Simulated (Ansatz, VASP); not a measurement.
# Rh in VASP and in Ansatz

Contents of INCAR:

```
  PREC = Accurate
  ENCUT = 520
  EDIFF = 1E-6
  ISMEAR = 0
  SIGMA = 0.1
  LREAL = False
  LASPH = True
  NELM = 150
  ALGO = Normal
  ISIF = 2
  LWAVE = False
  LCHARG = False
  LMAXMIX = 4
  LDAU = True
  LDAUTYPE = 2
  LDAUL = 2
  LDAUU = 2
  LDAUJ = 0
  LDAUPRINT = 1
  GGA = PS
  NBANDS = 30
```

Contents of KPOINTS:

```
regular mesh
0
Gamma
  5 5 45
```

Contents of POSCAR:

```
Rh
1.0
    6.6367666745     -0.0000000001     -0.0255845591
   -0.0000000001      8.1483236109     -0.0000000380
    2.2093781306      1.3580539317      0.7469481748
Rh
3
Direct
    0.0000000000      0.6666666667      0.0000000000
    0.0000000000      0.3333333333      0.0000000000
    0.0000000000      0.0000000000      0.0000000000
```

Input for Ansatz:

```yaml
crystal:
  lattice:
    - [6.6367666745, -1.0e-10, -0.0255845591]
    - [-1.0e-10, 8.1483236109, -3.8e-08]
    - [2.2093781306, 1.3580539317, 0.7469481748]
  atoms:
    - { symbol: Rh, position: [0.0, 0.6666666667, 0.0] }
    - { symbol: Rh, position: [0.0, 0.3333333333, 0.0] }
    - { symbol: Rh, position: [0.0, 0.0, 0.0] }
kpoints:
  mp_grid: { grid: [5, 5, 45] }
hamiltonian:
  xc: pbesol
  hubbard: { sites: [{ species: Rh, l: d, u_eff: 2.0 }], double_counting: fll }
scf:
  occupations: { method: gaussian, width: 0.1 }
output:
  forces: true
  eigenvalues: true
  stress: true
accuracy: medium
```

Alike in both runs: task single point; functional PBEsol; k mesh 5 × 5 × 45; occupations gaussian, width 0.1 eV; no spin polarisation; Hubbard terms Rh d U = 2.0 eV.

```csv
,VASP,Ansatz
version,VASP 6.6.1,Ansatz 0.2.0
potentials or method,"VASP PAW PBE potentials, release 64 (Rh_pv)","scalar-relativistic, plane waves, PAW"
plane-wave cutoff (eV),520,420
valence electrons in the cell,45,51
```

|  | VASP | Ansatz | Ansatz less VASP |
| --- | --- | --- | --- |
| gap on the k mesh at the Fermi level (eV) | none | none | - |
| pressure (GPa) | -6.3 | -2.7 | +3.65 |
| traceless stress, the component that is largest in VASP (GPa) | 8.00 | 7.96 | -0.032 |

VASP's potentials were made for PBE, not for PBEsol. The programs project onto different local orbitals, so the same U acts differently, and such runs can settle in different states. A gap of «none» marks a metal or a gap that the smearing closes. VASP's potentials hold 45 valence electrons a cell and Ansatz's 51, so a difference there can come from the potentials and not from the codes. Ansatz's warnings: filled band counts differ across k points.

The k mesh is coarse, so the values compare programs but aren't converged.
